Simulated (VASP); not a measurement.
Wanted: the native input for a VASP 6.6.1 run.

* Task: relaxation of the atoms
* Functional: PBE
* Potentials or basis: VASP PAW PBE potentials, release 64 (C)
* Cutoff: 520 eV
* k mesh: 1 × 1 × 1
* Occupations: gaussian, width 0.1 eV
* Spin: no spin polarisation
* Dipole correction: no
* Further INCAR settings: LREAL = Auto; ALGO = Normal; EDIFF = 1e-06; IBRION = 2; EDIFFG = -0.025; NSW = 65

The structure of C (a cell with a defect) lies in POSCAR:

```
C
1.0
    2.4665162724     -4.2721315015      0.0000000000
   -2.4665162724     -4.2721315015      0.0000000000
    0.0000000000     -2.8480876677     -8.5756693636
C
17
Direct
    0.4175619805      0.4175619805      0.2473140586
    0.9175619805      0.4175619805      0.2473140586
    0.4175619805      0.9175619805      0.2473140586
    0.9175619805      0.9175619805      0.2473140586
    0.7508919038      0.7508919038      0.2473242886
    0.2508919038      0.7508919038      0.2473242886
    0.7508919038      0.2508919038      0.2473242886
    0.2508919038      0.2508919038      0.2473242886
    0.2491080962      0.2491080962      0.7526757114
    0.7491080962      0.2491080962      0.7526757114
    0.2491080962      0.7491080962      0.7526757114
    0.7491080962      0.7491080962      0.7526757114
    0.5824380195      0.5824380195      0.7526859414
    0.0824380195      0.5824380195      0.7526859414
    0.5824380195      0.0824380195      0.7526859414
    0.0824380195      0.0824380195      0.7526859414
    0.5000000000      0.5000000000      0.5000000000
```

These files were run (other wordings do the same):

INCAR

```
SYSTEM = C
ALGO     = Normal         ! electronic algorithm
EDIFF    = 1E-6           ! SCF threshold, eV
EDIFFG   = -0.025         ! ionic threshold
ENCUT    = 520            ! plane-wave cutoff, eV
GGA      = PE             ! functional
IBRION   = 2              ! ionic algorithm
ISIF     = 2              ! what is computed and relaxed
ISMEAR   = 0              ! smearing method
LASPH    = .True.         ! aspherical terms in the spheres
LCHARG   = .False.        ! write CHGCAR
LREAL    = Auto         
LWAVE    = .False.        ! write WAVECAR
NELM     = 80             ! most SCF steps
NSW      = 65             ! ionic steps
PREC     = Accurate       ! precision mode
SIGMA    = 0.1            ! smearing width, eV
```

KPOINTS

```
k-points
0
Gamma
  1 1 1
  0 0 0
```

Potentials or basis: VASP PAW PBE potentials, release 64 (C).

Run with:

```console
$ cat potpaw_PBE.64/C/POTCAR > POTCAR
$ mpirun -np 1 vasp_gam > vasp.out
```

Results of the run:

The energy gained by relaxing is 47.7 meV/atom. The ionic steps are 29. The pressure after relaxing is 10.5 GPa and the largest force after relaxing is 0.024 eV/Å. The band gap on the k mesh is 1.20 eV.

Caveat: the k points lie up to 1.49 Å⁻¹ apart.

It took 4.4 min on 1 thread of Intel(R) Xeon(R) 6975P-C (Granite Rapids), on a shared host, peak memory 0.3 GiB.
